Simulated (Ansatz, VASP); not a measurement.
# One calculation of Sb, two programs

Contents of INCAR:

```
SYSTEM = Sb
PREC     = Accurate       ! precision mode
ENCUT    = 520            ! plane-wave cutoff, eV
EDIFF    = 1E-6           ! SCF threshold, eV
ISMEAR   = 0              ! smearing method
SIGMA    = 0.01           ! smearing width, eV
LREAL    = .False.        ! projectors in reciprocal space
LASPH    = .True.         ! aspherical terms in the spheres
NELM     = 150            ! most SCF steps
ALGO     = Normal         ! electronic algorithm
ISIF     = 2              ! what is computed and relaxed
LWAVE    = .False.        ! write WAVECAR
LCHARG   = .False.        ! write CHGCAR
MAGMOM   = 0 0 0          ! initial moments
LORBIT   = 11             ! projections on sites
LSORBIT  = .True.         ! spin-orbit coupling
GGA_COMPAT= .False.      
LORBMOM  = .True.       
GGA      = CA             ! functional
NBANDS   = 16             ! bands
```

File KPOINTS:

```
Automatic mesh
0
Gamma
  7 7 7
  0 0 0
```

Contents of POSCAR:

```
Sb
1.0
   -1.8488020000      1.8498240000      1.9110830000
    1.8778730000     -1.8297390000      1.9200690000
    1.8451380000      1.8260750000     -1.8909980000
Sb
1
Direct
   -0.0010080000      0.0132760000      0.0062290000
```

File input.yaml:

```yaml
crystal:
  lattice:
    - [-1.848802, 1.849824, 1.911083]
    - [1.877873, -1.829739, 1.920069]
    - [1.845138, 1.826075, -1.890998]
  atoms:
    - { symbol: Sb, position: [-0.001008, 0.013276, 0.006229] }
kpoints:
  mp_grid: { grid: [7, 7, 7] }
  band_path:
    path: [[0.0, -0.5, 0.0], [0.0, 0.0, 0.0], [0.5, 0.0, 0.0]]
    npoints: 10
scf:
  occupations: { method: gaussian, width: 0.01 }
hamiltonian:
  xc: lda
  pseudopotentials: { kind: all_electron, lapw: { basis_error: 0.001 } }
magnetization:
  noncollinear: true
  spin_orbit: true
output:
  forces: true
  stress: true
  eigenvalues: true
```

Change from the starting cell: cell strained at random at fixed volume.

Alike in both runs: functional LDA; k mesh 7 × 7 × 7; occupations gaussian, width 0.01 eV; non-collinear spin, spin-orbit coupling.

|  | VASP | Ansatz |
| --- | --- | --- |
| version | VASP 6.6.1 | Ansatz 0.2.0 |
| potentials or method | VASP PAW LDA potentials, release 64 (Sb), cutoff 520 eV | all-electron LAPW, relativistic spinors |
| task | single point | band structure |

```csv
,VASP,Ansatz,Ansatz less VASP
pressure (GPa),-1.2,-1.3,-0.03
"traceless stress, the component that is largest in VASP (GPa)",1.52,1.39,-0.136
```

LDA's correlation is that of Perdew and Zunger in VASP and of Perdew and Wang (1992) in Ansatz. Ansatz ran all-electron here, and VASP with PAW potentials.

Noted on Ansatz's run: the k mesh is thin for a metal, which can move the energy by tens of meV per atom.
